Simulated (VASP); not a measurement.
# Cr (Im-3m) in VASP: a series of runs, part 2 of 2

VASP 6.6.1. The steps go on from the part before.

### 4 Single point, PBE, collinear spin, antiferromagnetic start

Input file INCAR:

```
SYSTEM = Cr
ALGO = Normal ; EDIFF = 1E-6
ENCUT = 520 ; GGA = PE
ISIF = 2 ; ISMEAR = -1
ISPIN = 2 ; LASPH = .TRUE.
LCHARG = .FALSE. ; LMAXMIX = 4
LORBIT = 11 ; LREAL = .FALSE.
LWAVE = .FALSE. ; MAGMOM = 3 -3
NBANDS = 23 ; NELM = 150
PREC = Accurate ; SIGMA = 0.1
```

Input file KPOINTS:

```
k-points
0
G
  11 11 11
  0 0 0
```

Input file POSCAR:

```
Cr
1.0
    2.9688990000      0.0000000000      0.0000000000
    0.0000000000      2.9688990000      0.0000000000
    0.0000000000      0.0000000000      2.9688990000
Cr
2
Direct
    0.0000000000      0.0000000000      0.0000000000
    0.5000000000      0.5000000000      0.5000000000
```

Potentials or basis: VASP PAW PBE potentials, release 64 (Cr_pv).

Launch:

```bash
$ cat potpaw_PBE.64/Cr_pv/POTCAR > POTCAR
$ mpirun -np 1 vasp_std > vasp.out
```

OUTCAR:

```text
SYSTEM = Cr
   EDIFF = 1E-6
   ENCUT = 520
   GGA = PE
   ISIF = 2
   ISMEAR = -1
   ISPIN = 2
   LASPH = .TRUE.
   LORBIT = 11
   LREAL = .FALSE.
   NELM = 150
   PREC = Accurate

 ion  position               nearest neighbor table
   1  0.000  0.000  0.000-   2 2.57   2 2.57   2 2.57   2 2.57   2 2.57   2 2.57   2 2.57   2 2.57

   2  0.500  0.500  0.500-   1 2.57   1 2.57   1 2.57   1 2.57   1 2.57   1 2.57   1 2.57   1 2.57

  LATTYP: Found a simple cubic cell.
 ALAT       =     2.9688990000

  Lattice vectors:

 A1 = (   2.9688990000,   0.0000000000,   0.0000000000)
 A2 = (   0.0000000000,   2.9688990000,   0.0000000000)
 A3 = (   0.0000000000,   0.0000000000,   2.9688990000)

Analysis of symmetry for initial positions (statically):
=====================================================================
 Subroutine PRICEL returns following result:

  LATTYP: Found a body centered cubic cell.
 ALAT       =     2.9688990000
[... 12 lines left out ...]
 Subroutine GETGRP returns: Found 48 space group operations
 (whereof 48 operations were pure point group operations)
 out of a pool of 48 trial point group operations.

The static configuration has the point symmetry O_h .

Analysis of symmetry for dynamics (positions and initial velocities):
=====================================================================
 Subroutine PRICEL returns following result:

  LATTYP: Found a body centered cubic cell.
 ALAT       =     2.9688990000
[... 12 lines left out ...]
 Subroutine GETGRP returns: Found 48 space group operations
 (whereof 48 operations were pure point group operations)
 out of a pool of 48 trial point group operations.

The dynamic configuration has the point symmetry O_h .

Analysis of structural, dynamic, and magnetic symmetry:
=====================================================================
 Subroutine PRICEL returns following result:

  LATTYP: Found a body centered cubic cell.
 ALAT       =     2.9688990000
[... 12 lines left out ...]
 Subroutine GETGRP returns: Found 48 space group operations
 (whereof 48 operations were pure point group operations)
 out of a pool of 48 trial point group operations.

The overall configuration has the point symmetry O_h .

[... 143 lines left out ...]

  energy without entropy =      -18.92637146  energy(sigma->0) =      -18.93631567

 E-fermi :   9.3591     XC(G=0): -12.9185

 val. band max:        9.3375614104   @ k =   0.4545   0.4545   0.0909
 cond. band min:       9.4223584417   @ k =   0.3636   0.0909   0.0000
 fundamental gap:      0.0847970313
 Fermi energy:         9.3591198399

 spin component 1

 k-point     1 :       0.0000    0.0000    0.0000
  band No.  band energies     occupation
      1     -34.4300      1.00000
      2     -34.4300      1.00000
      3     -34.4300      1.00000
      4     -32.5832      1.00000
      5     -32.5832      1.00000
      6     -32.5832      1.00000
[... 613 lines left out ...]
     22      20.8858      0.00000
     23      26.4896      0.00000

 [... further k-points ...]

 spin component 2

 k-point     1 :       0.0000    0.0000    0.0000
  band No.  band energies     occupation
      1     -34.4300      1.00000
      2     -34.4300      1.00000
      3     -34.4300      1.00000
      4     -32.5832      1.00000
      5     -32.5832      1.00000
      6     -32.5832      1.00000
[... 613 lines left out ...]
     22      20.8858      0.00000
     23      26.4896      0.00000

 [... further k-points ...]

------------------------ aborting loop because EDIFF is reached ----------------------------------------

  FORCE on cell =-STRESS in cart. coord.  units (eV):
  Direction    XX          YY          ZZ          XY          YZ          ZX
  --------------------------------------------------------------------------------------
  -------------------------------------------------------------------------------------
  Total       -2.1908742     -2.1908742     -2.1908742     -0.0000000      0.0000000      0.0000000
  in kB     -134.1348873   -134.1348873   -134.1348873     -0.0000000      0.0000000      0.0000000
  external PRESSURE =    -134.1348873 kB  Pullay stress =       0.0000000 kB

 VOLUME and BASIS-vectors are now :
 -----------------------------------------------------------------------------
  energy-cutoff  :      520.00
  volume of cell :       26.17
      direct lattice vectors                 reciprocal lattice vectors
     2.968899000  0.000000000  0.000000000     0.336825200  0.000000000  0.000000000
     0.000000000  2.968899000  0.000000000     0.000000000  0.336825200  0.000000000
     0.000000000  0.000000000  2.968899000     0.000000000  0.000000000  0.336825200

 POSITION                                       TOTAL-FORCE (eV/Angst)
 -----------------------------------------------------------------------------------
      0.00000      0.00000      0.00000        -0.000000     -0.000000     -0.000000
      1.48445      1.48445      1.48445         0.000000      0.000000      0.000000
 -----------------------------------------------------------------------------------
    total drift:                                0.000000      0.000000     -0.000000

  FREE ENERGIE OF THE ION-ELECTRON SYSTEM (eV)
  ---------------------------------------------------
  free  energy   TOTEN  =       -18.9462598815 eV

  energy  without entropy=      -18.9263714566  energy(sigma->0) =      -18.93631567

 total charge

# of ion       s       p       d       tot
------------------------------------------
    1        0.396   6.330   4.098  10.823
    2        0.396   6.330   4.098  10.823
--------------------------------------------------
tot          0.792  12.659   8.195  21.647

 magnetization (x)

# of ion       s       p       d       tot
------------------------------------------
    1        0.023   0.017   1.754   1.794
    2       -0.023  -0.017  -1.754  -1.794
--------------------------------------------------
tot          0.000   0.000   0.000   0.000
```

OSZICAR:

```text
N       E                     dE             d eps       ncg     rms          rms(c)
DAV:   1     0.245399384670E+03    0.24540E+03   -0.13272E+04  5152   0.125E+03
DAV:   2    -0.132724697381E+02   -0.25867E+03   -0.24927E+03  5264   0.377E+02
DAV:   3    -0.213139346269E+02   -0.80415E+01   -0.79932E+01  6293   0.789E+01
DAV:   4    -0.213870501058E+02   -0.73115E-01   -0.73038E-01  5930   0.749E+00
DAV:   5    -0.213881511391E+02   -0.11010E-02   -0.11000E-02  5655   0.882E-01    0.188E+01
DAV:   6    -0.187559333838E+02    0.26322E+01   -0.90245E+00  5369   0.351E+01    0.785E+00
DAV:   7    -0.189412476251E+02   -0.18531E+00   -0.58046E-01  5600   0.720E+00    0.394E+00
DAV:   8    -0.189510860820E+02   -0.98385E-02   -0.25696E-02  5908   0.140E+00    0.913E-01
DAV:   9    -0.189451956549E+02    0.58904E-02   -0.25203E-02  5754   0.863E-01    0.420E-01
DAV:  10    -0.189460711309E+02   -0.87548E-03   -0.41250E-03  5978   0.431E-01    0.135E-01
DAV:  11    -0.189462043385E+02   -0.13321E-03   -0.58895E-04  5621   0.148E-01    0.797E-02
DAV:  12    -0.189462548629E+02   -0.50524E-04   -0.80277E-04  6232   0.132E-01    0.305E-02
DAV:  13    -0.189462573762E+02   -0.25133E-05   -0.27454E-05  5789   0.340E-02    0.875E-03
DAV:  14    -0.189462589952E+02   -0.16190E-05   -0.10005E-06  3471   0.968E-03    0.289E-03
DAV:  15    -0.189462598815E+02   -0.88627E-06   -0.33943E-07  2947   0.314E-03
   1 F= -.18946260E+02 E0= -.18936316E+02  d E =-.198884E-01  mag=     0.0000
```

stdout:

```text
POSCAR found type information on POSCAR Cr
 POSCAR found :  1 types and       2 ions
 scaLAPACK will be used
 LDA part: xc-table for (Slater+PW92), standard interpolation
 POSCAR, INCAR and KPOINTS ok, starting setup
 FFT: planning ... GRIDC
 FFT: planning ... GRID_SOFT
 FFT: planning ... GRID
 WAVECAR not read
 entering main loop
```

It took 50 s on 1 thread of Intel Xeon 6975P-C, shared host; peak memory 0.17 GiB.

Results:

```
Free energy                                           : -18.9463 eV
Pressure                                              : -13.4 GPa
Band gap on the k mesh                                : zero (filled and empty bands overlap)
Net moment                                            : 0.00 μB per cell
Site moments                                          : Cr +1.79, -1.79 μB
Valence electrons inside the program's atomic spheres : Cr 10.82
```

Levels at points of the mesh, in eV from the Fermi level:
Spin up:
```csv
k point,band 9,band 10,band 11,band 12,band 13,band 14,band 15,band 16
"(0.00, 0.00, 0.00)",-3.62,-0.87,-0.87,-0.87,1.22,1.22,2.51,2.51
```
Spin down:
| k point | band 8 | band 9 | band 10 | band 11 | band 12 | band 13 | band 14 | band 15 | band 16 | band 17 |
| --- | --- | --- | --- | --- | --- | --- | --- | --- | --- | --- |
| (0.00, 0.00, 0.00) | -3.62 | -3.62 | -0.87 | -0.87 | -0.87 | 1.22 | 1.22 | 2.51 | 2.51 | 2.51 |
